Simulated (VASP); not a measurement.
# CaAl15N15 (a cell with a defect) in VASP: notebook

The runs below take CaAl15N15 (a cell with a defect) through single point, with PBE.

Program: VASP 6.6.1. These are calculated values, not measurements. Logs are shortened: lines on timing, memory, paths and dates and some standing lists are left out, and cuts for length are marked.

### 1 The cell of the first run

The cell holds a defect, 31 atoms: a = 6.260 Å, b = 6.260 Å, c = 10.035 Å, α = 90.00°, β = 90.00°, γ = 120.00°.

### 2 Single point, PBE

Contents of INCAR:

```
PREC = Accurate
ENCUT = 520
EDIFF = 1E-6
ISMEAR = 0
SIGMA = 0.01
LREAL = Auto
LASPH = True
NELM = 120
ALGO = Normal
ISIF = 2
LWAVE = False
LCHARG = False
GGA = PE
NBANDS = 86
NELECT = 128.0
GGA_COMPAT = False
ISYM = -1
```

Contents of KPOINTS:

```
explicit points
1
Reciprocal
  0.25000000   0.25000000   0.25000000 1
```

Contents of POSCAR:

```
CaAl15N15
1.0
    6.2595139128      0.0000000578      0.0000000000
   -3.1297570064      5.4208980350      0.0000000000
    0.0000000000      0.0000000000     10.0348065929
Al Ca N
15 1 15
Direct
    0.3313106834      0.1690501883      0.1789361277
    0.3295358089      0.1708765173      0.7628577216
    0.1563808398      0.3437710539      0.9971766163
    0.3350033733      0.6773965522      0.2477247519
    0.1437183931      0.7650168650      0.5165289466
    0.3345536918      0.6646566408      0.7546702418
    0.1542398658      0.8212585859      0.9976789330
    0.8225496870      0.1650619422      0.2475976296
    0.7345530902      0.3563073708      0.5164392576
    0.8355748333      0.1657723181      0.7546881513
    0.6789904426      0.3461175417      0.9977060602
    0.8295376776      0.6707144225      0.2502184410
    0.6612022058      0.8378921759      0.5051751083
    0.8270443063      0.6735238304      0.7529574277
    0.6633274035      0.8367394538      1.0023988718
    0.2089580364      0.2885119761      0.4786871960
    0.1631274400      0.3373686745      0.1941670614
    0.3297362133      0.1703923193      0.9578521330
    0.1677541010      0.3325258014      0.7020577833
    0.3450428860      0.6901698659      0.4339005170
    0.1590542089      0.8301271431      0.1893818009
    0.3313090325      0.6738080747      0.9422481129
    0.1685848596      0.8395872725      0.6939890447
    0.8080674598      0.1539307814      0.4337585060
    0.6701802660      0.3412395962      0.1892677348
    0.8261348625      0.1687714775      0.9423075844
    0.6609769178      0.3320959041      0.6940278857
    0.8317393338      0.6684795609      0.4442809854
    0.6660992967      0.8339227511      0.1897888078
    0.8276097324      0.6726999644      0.9389569204
    0.6647697207      0.8355467080      0.6921913299
```

Potentials or basis: VASP PAW PBE potentials, release 64 (Al, Ca_sv, N).

Command:

```console
cat potpaw_PBE.64/Al/POTCAR potpaw_PBE.64/Ca_sv/POTCAR potpaw_PBE.64/N/POTCAR > POTCAR
mpirun -np 1 vasp_std > vasp.out
```

OUTCAR:

```text
PREC = Accurate
   ENCUT = 520
   EDIFF = 1E-6
   ISMEAR = 0
   LREAL = Auto
   LASPH = True
   NELM = 120
   ISIF = 2
   GGA = PE
   NELECT = 128.0
   ISYM = -1

 ion  position               nearest neighbor table
   1  0.331  0.169  0.179-  17 1.83  25 1.84  21 1.84  18 2.22  11 2.62   7 2.62   3 2.63   8 3.16
                             4 3.17  12 3.21  12 3.21   4 3.24   8 3.25
   2  0.330  0.171  0.763-  19 1.86  23 1.92  27 1.93  18 1.96   3 3.01  11 3.02   7 3.02   6 3.08
                            10 3.08  16 3.13  14 3.13  14 3.13  10 3.18   6 3.19   9 3.31   5 3.31
   3  0.156  0.344  0.997-  22 1.87  26 1.87  18 1.92  17 1.98   1 2.63  10 2.99   6 2.99   7 3.00
                            11 3.00   2 3.01   8 3.10   4 3.10  15 3.13  15 3.13  11 3.26   7 3.26
   4  0.335  0.677  0.248-  20 1.87  21 1.88  29 1.89  17 1.92  15 3.04   8 3.05   7 3.07   3 3.10
                             5 3.11  12 3.12  13 3.13  12 3.14  16 3.16   1 3.17   8 3.21   1 3.24
   5  0.144  0.765  0.517-  20 1.76  23 1.83  28 1.88   9 2.56   6 2.88  14 2.96  13 3.04   4 3.11
                            16 3.12  12 3.19  16 3.23  13 3.27   2 3.31
   6  0.335  0.665  0.755-  19 1.88  22 1.88  31 1.90  23 1.95   5 2.88   3 2.99   7 3.05  14 3.06
                            15 3.06  13 3.07   2 3.08  10 3.12  10 3.14   2 3.19  14 3.20
   7  0.154  0.821  0.998-  22 1.85  30 1.87  21 1.92  18 1.93   1 2.62  11 2.97   3 3.00   2 3.02
                            14 3.03   6 3.05   4 3.07  12 3.09  15 3.12  15 3.14   3 3.26  11 3.29
   8  0.823  0.165  0.248-  24 1.87  25 1.88  29 1.89  17 1.92  15 3.04   4 3.05  11 3.07   3 3.10
                             9 3.11  12 3.12  13 3.13  12 3.14  16 3.16   1 3.16   4 3.21   1 3.25
   9  0.735  0.356  0.516-  24 1.76  27 1.83  28 1.88   5 2.56  10 2.88  14 2.96  13 3.04   8 3.11
                            16 3.12  12 3.19  16 3.23  13 3.27   2 3.31
  10  0.836  0.166  0.755-  19 1.88  26 1.88  31 1.90  27 1.95   9 2.88   3 2.99  11 3.05  14 3.05
                            15 3.06  13 3.07   2 3.08   6 3.12   6 3.14   2 3.18  14 3.21
  11  0.679  0.346  0.998-  26 1.85  30 1.87  25 1.92  18 1.94   1 2.62   7 2.97   3 3.00   2 3.02
                            14 3.03  10 3.05   8 3.07  12 3.09  15 3.12  15 3.14   3 3.26   7 3.29
  12  0.830  0.671  0.250-  29 1.87  21 1.89  25 1.89  28 1.95  15 3.07  11 3.09   7 3.09   8 3.12
                             4 3.12  13 3.14   4 3.14   8 3.14   9 3.19   5 3.19   1 3.21   1 3.21
  13  0.661  0.838  0.505-  20 1.86  24 1.86  31 1.88  28 1.94   5 3.04   9 3.04  14 3.06   6 3.07
                            10 3.07   4 3.13   8 3.13  12 3.14  16 3.18  16 3.19   9 3.27   5 3.27
  14  0.827  0.674  0.753-  31 1.86  30 1.87  27 1.94  23 1.94   5 2.96   9 2.96   7 3.03  11 3.03
                            10 3.05   6 3.06  13 3.06  15 3.07   2 3.13   2 3.13   6 3.20  10 3.21
  15  0.663  0.837  0.002-  29 1.88  30 1.89  26 1.90  22 1.90   8 3.04   4 3.04   6 3.06  10 3.06
                            14 3.07  12 3.07  11 3.12   7 3.12   3 3.13   3 3.13   7 3.14  11 3.14
  16  0.209  0.289  0.479-  24 2.26  20 2.26  19 2.29   5 3.12   9 3.12   2 3.13   8 3.16   4 3.16
                            13 3.18  13 3.19   9 3.23   5 3.23
  17  0.163  0.337  0.194-   1 1.83   4 1.92   8 1.92   3 1.98
  18  0.330  0.170  0.958-   3 1.92   7 1.93  11 1.94   2 1.96   1 2.22
  19  0.168  0.333  0.702-   2 1.86   6 1.88  10 1.88  16 2.29
  20  0.345  0.690  0.434-   5 1.76  13 1.86   4 1.87  16 2.26
  21  0.159  0.830  0.189-   1 1.84   4 1.88  12 1.89   7 1.92
  22  0.331  0.674  0.942-   7 1.85   3 1.87   6 1.88  15 1.90
  23  0.169  0.840  0.694-   5 1.83   2 1.92  14 1.94   6 1.95
  24  0.808  0.154  0.434-   9 1.76  13 1.86   8 1.87  16 2.26
  25  0.670  0.341  0.189-   1 1.84   8 1.88  12 1.89  11 1.92
  26  0.826  0.169  0.942-  11 1.85   3 1.87  10 1.88  15 1.90
  27  0.661  0.332  0.694-   9 1.83   2 1.93  14 1.94  10 1.95
  28  0.832  0.668  0.444-   9 1.88   5 1.88  13 1.94  12 1.95
  29  0.666  0.834  0.190-  12 1.87  15 1.88   8 1.89   4 1.89
  30  0.828  0.673  0.939-  14 1.87  11 1.87   7 1.87  15 1.89
  31  0.665  0.836  0.692-  14 1.86  13 1.88   6 1.90  10 1.90

IMPORTANT INFORMATION: All symmetrisations will be switched off!
NOSYMM: (Re-)initialisation of all symmetry stuff for point group C_1.

----------------------------------------------------------------------------------------

                                     Primitive cell

  volume of cell :     340.5029

  direct lattice vectors                    reciprocal lattice vectors
     6.259513913  0.000000058  0.000000000     0.159756813  0.092235641  0.000000000
    -3.129757006  5.420898035  0.000000000    -0.000000002  0.184471279  0.000000000
     0.000000000  0.000000000 10.034806593     0.000000000  0.000000000  0.099653141

  length of vectors
     6.259513913  6.259513913 10.034806593     0.184471279  0.184471279  0.099653141

  position of ions in fractional coordinates (direct lattice)
     0.331310683  0.169050188  0.178936128
     0.329535809  0.170876517  0.762857722
     0.156380840  0.343771054  0.997176616
     0.335003373  0.677396552  0.247724752
     0.143718393  0.765016865  0.516528947
     0.334553692  0.664656641  0.754670242
[... 23 lines left out ...]
     0.827609732  0.672699964  0.938956920
     0.664769721  0.835546708  0.692191330

  ion indices of the primitive-cell ions
   primitive index   ion index
                 1           1
                 2           2
                 3           3
                 4           4
                 5           5
                 6           6
[... 23 lines left out ...]
                30          30
                31          31

----------------------------------------------------------------------------------------

 KPOINTS: explicit points

Read explicit list of k-points.

 Found      1 k-points:

 Following reciprocal coordinates:
            Coordinates               Weight
  0.250000  0.250000  0.250000      1.000000
   k-points           NKPTS =      1   k-points in BZ     NKDIM =      1   number of bands    NBANDS=     86
   number of dos      NEDOS =    301   number of ions     NIONS =     31
   total plane-waves  NPLWV = 184320
   dimension x,y,z NGX =    48 NGY =   48 NGZ =   80
   dimension x,y,z NGXF=    96 NGYF=   96 NGZF=  160
   ions per type =              15   1  15
   NGX,Y,Z   is equivalent  to a cutoff of  12.75, 12.75, 13.25 a.u.
   NGXF,Y,Z  is equivalent  to a cutoff of  25.50, 25.50, 26.51 a.u.
 SYSTEM =  unknown system
   PREC   = accura    normal or accurate (medium, high low for compatibility)
   ISTART =      0    job   : 0-new  1-cont  2-samecut
   ICHARG =      2    charge: 1-file 2-atom 10-const
   ISPIN  =      1    spin polarized calculation?
   LNONCOLLINEAR =      F non collinear calculations
   LSORBIT =      F    spin-orbit coupling
   LASPH  =      T    aspherical Exc in radial PAW
   ENCUT  =  520.0 eV  38.22 Ry    6.18 a.u.  11.64 11.64 18.66*2*pi/ulx,y,z
   NELM   =    120;   NELMIN=  2; NELMDL= -5     # of ELM steps
   EDIFF  = 0.1E-05   stopping-criterion for ELM
   LREAL  =      T    real-space projection
   EDIFFG = 0.1E-04   stopping-criterion for IOM
   NSW    =      0    number of steps for IOM
   IBRION =     -1    ionic relax: 0-MD 1-quasi-New 2-CG
   NFREE  =      0    steps in history (QN), initial steepest desc. (CG)
   ISIF   =      2    stress and relaxation
   ISYM   =     -1    0-nonsym 1-usesym 2-fastsym
   POTIM  = 0.5000    time-step for ionic-motion
   TEBEG  =    0.0;   TEEND  =   0.0 temperature during run
   PSTRESS=    0.0 pullay stress
   NELECT =     128.0000    total number of electrons
   NUPDOWN=      -1.0000    fix difference up-down
   EMIN   =  10.00;   EMAX   =-10.00  energy-range for DOS
   EFERMI =   0.00;   METHOD = LEGACY
   ISMEAR =     0;   SIGMA  =   0.01  broadening in eV -4-tet -1-fermi 0-gaus
   EFERMI_NEDOS =   21; number of points for ismear=-14 and -15
   IALGO  =     38    algorithm
   IMIX   =      4    mixing-type and parameters
     AMIX     =   0.40;   BMIX     =  1.00
     AMIX_MAG =   1.60;   BMIX_MAG =  1.00
  volume/ion in A,a.u.               =      10.98        74.12
  Fermi-wavevector in a.u.,A,eV,Ry     =   1.181511  2.232733 18.993310  1.395969
  Thomas-Fermi vector in A             =   2.317783
   LORBIT       =      0    0 simple, 1 ext, 2 COOP (PROOUT), +10 PAW based schemes
   GGA     = PE    functional components
   LHFCALC =     F    Hartree Fock is set to
   AEXX    =    0.0000 exact exchange contribution
   IVDW    =     0    specifies the selected vdW correction
   LEPSILON=     F    determine dielectric tensor
   LRPA    =     F    only Hartree local field effects (RPA)
 non-spin polarized calculation
 Gauss-broadening in eV      SIGMA  =   0.01
  energy-cutoff  :      520.00
  volume of cell :      340.50
 maximum number of plane-waves:      9148
 NGX is ok and might be reduce to    48
   NGX = 23   NGY = 23   NGZ = 37

 number of electron     128.0000003 magnetization

 Free energy of the ion-electron system (eV)
  ---------------------------------------------------
  ext. energy  EPLUGINS =         0.00000000
  ---------------------------------------------------
  free energy    TOTEN  =      -239.27257301 eV

  energy without entropy =     -239.27257301  energy(sigma->0) =     -239.27257301

 E-fermi :   5.8005     XC(G=0): -10.6641

 val. band max:        5.7204267310   @ k =   0.2500   0.2500   0.2500
 cond. band min:       8.3081568068   @ k =   0.2500   0.2500   0.2500
 fundamental gap:      2.5877300758
 Fermi energy:         5.8004764347

 k-point     1 :       0.2500    0.2500    0.2500
  band No.  band energies     occupation
      1     -32.7209      2.00000
      2     -13.9967      2.00000
      3     -13.9523      2.00000
      4     -13.7993      2.00000
      5      -8.7567      2.00000
      6      -8.4845      2.00000
[... 68 lines left out ...]
     75      12.3095      0.00000
     76      12.3968      0.00000
 [bands above 76 left out]

------------------------ aborting loop because EDIFF is reached ----------------------------------------

  FORCE on cell =-STRESS in cart. coord.  units (eV):
  Direction    XX          YY          ZZ          XY          YZ          ZX
  --------------------------------------------------------------------------------------
  -------------------------------------------------------------------------------------
  Total       -5.5219256    -11.8423701     -5.7773596     -5.4160522     -0.0045674      0.4948022
  in kB      -25.9824607    -55.7222129    -27.1843609    -25.4842917     -0.0214913      2.3282058
  external PRESSURE =     -36.2963448 kB  Pullay stress =       0.0000000 kB

 VOLUME and BASIS-vectors are now :
 -----------------------------------------------------------------------------
  energy-cutoff  :      520.00
  volume of cell :      340.50
      direct lattice vectors                 reciprocal lattice vectors
     6.259513913  0.000000058  0.000000000     0.159756813  0.092235641  0.000000000
    -3.129757006  5.420898035  0.000000000    -0.000000002  0.184471279  0.000000000
     0.000000000  0.000000000 10.034806593     0.000000000  0.000000000  0.099653141

 POSITION                                       TOTAL-FORCE (eV/Angst)
 -----------------------------------------------------------------------------------
      1.54476      0.91640      1.79559        -0.005733      0.005138     -0.000336
      1.52793      0.92630      7.65513         0.002440     -0.002067     -0.000733
     -0.09705      1.86355     10.00647         0.004511     -0.005677     -0.008216
     -0.02313      3.67210      2.48587        -0.001576     -0.002821     -0.001655
     -1.49471      4.14708      5.18327        -0.009514     -0.008413     -0.002689
      0.01393      3.60304      7.57297        -0.000081     -0.001057     -0.004276
[... 23 lines left out ...]
      3.07505      3.64664      9.42225         0.003864     -0.001369      0.000485
      1.54608      4.52941      6.94601        -0.003868      0.001037     -0.005890
 -----------------------------------------------------------------------------------
    total drift:                               -0.001300      0.003460     -0.002719

  FREE ENERGIE OF THE ION-ELECTRON SYSTEM (eV)
  ---------------------------------------------------
  free  energy   TOTEN  =      -239.2725730147 eV

  energy  without entropy=     -239.2725730147  energy(sigma->0) =     -239.27257301
```

Wall time 3.9 min (1 thread of AMD EPYC, shared host); peak memory 0.39 GiB.

What came out:

* Free energy: -239.2726 eV
* Largest force: 0.074 eV/Å

Forces on the atoms (eV/Å):
```
Al  -0.006  0.005  0.000
Al   0.002 -0.002 -0.001
Al   0.005 -0.006 -0.008
Al  -0.002 -0.003 -0.002
Al  -0.010 -0.008 -0.003
Al   0.000 -0.001 -0.004
Al  -0.002  0.004 -0.002
Al  -0.001  0.003 -0.004
Al   0.002  0.014 -0.004
Al   0.001  0.001 -0.002
Al  -0.001 -0.001  0.000
Al  -0.001 -0.001  0.002
Al   0.003 -0.003  0.004
Al   0.004 -0.003  0.008
Al   0.003  0.000  0.001
Ca   0.061 -0.035 -0.023
N   -0.005  0.003 -0.004
N   -0.002  0.001  0.001
N   -0.010  0.007  0.035
N   -0.006  0.045 -0.008
N    0.003 -0.005  0.003
N   -0.003  0.001  0.000
N    0.005 -0.004  0.010
N   -0.042 -0.017 -0.008
N    0.005  0.000  0.004
N   -0.002  0.002  0.000
N    0.006 -0.003  0.009
N   -0.009  0.005 -0.003
N   -0.002  0.001  0.005
N    0.004 -0.001  0.000
N   -0.004  0.001 -0.006
```

Caveat: the cell carries a net charge on a neutralising background, which shifts energy and pressure; the cell is charged against a uniform background, so pressure and absolute levels hang on convention.

(Continued in part 2 of 2.)
